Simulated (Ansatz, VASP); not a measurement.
# One calculation of HRh6, two programs

```
CELL_PARAMETERS angstrom
5.41634 0.00000 0.00000
0.00000 5.41634 0.00000
0.00000 0.00000 21.67374
ATOMIC_POSITIONS crystal
Rh 0.25000 0.25000 0.18456
Rh 0.25000 0.75000 0.18456
Rh 0.75000 0.25000 0.18456
Rh 0.75000 0.75000 0.18456
Rh 0.00000 0.00000 0.26938
Rh 0.00000 0.50000 0.26938
Rh 0.50000 0.00000 0.26938
Rh 0.50000 0.50000 0.26938
Rh 0.25000 0.25000 0.35406
Rh 0.25000 0.75000 0.35406
Rh 0.75000 0.25000 0.35406
Rh 0.75000 0.75000 0.35406
H 0.44000 0.50000 0.47402
H 0.56000 0.50000 0.47402
```

Alike in both runs: task single point; functional PBE; k mesh 5 × 5 × 1; occupations gaussian, width 0.1 eV; no spin polarisation.

|  | VASP | Ansatz |
| --- | --- | --- |
| version | VASP 6.6.1 | Ansatz 0.2.0 |
| potentials or method | VASP PAW PBE potentials, release 64 (Rh_pv, H), cutoff 520 eV | scalar-relativistic, plane waves, PAW |
| valence electrons in the cell | 182 | 206 |

```csv
,VASP,Ansatz,Ansatz less VASP
gap on the k mesh at the Fermi level (eV),none,none,-
rms of the force components (eV/Å),1.089,1.082,-0.0075
```

Atom by atom the forces differ by 0.008 eV/Å (rms over components). A gap of «none» marks a metal or a gap that the smearing closes. With one functional, cell and mesh, what is left measures potentials, basis and numerics. VASP's potentials hold 182 valence electrons a cell and Ansatz's 206, so a difference there can come from the potentials and not from the codes.
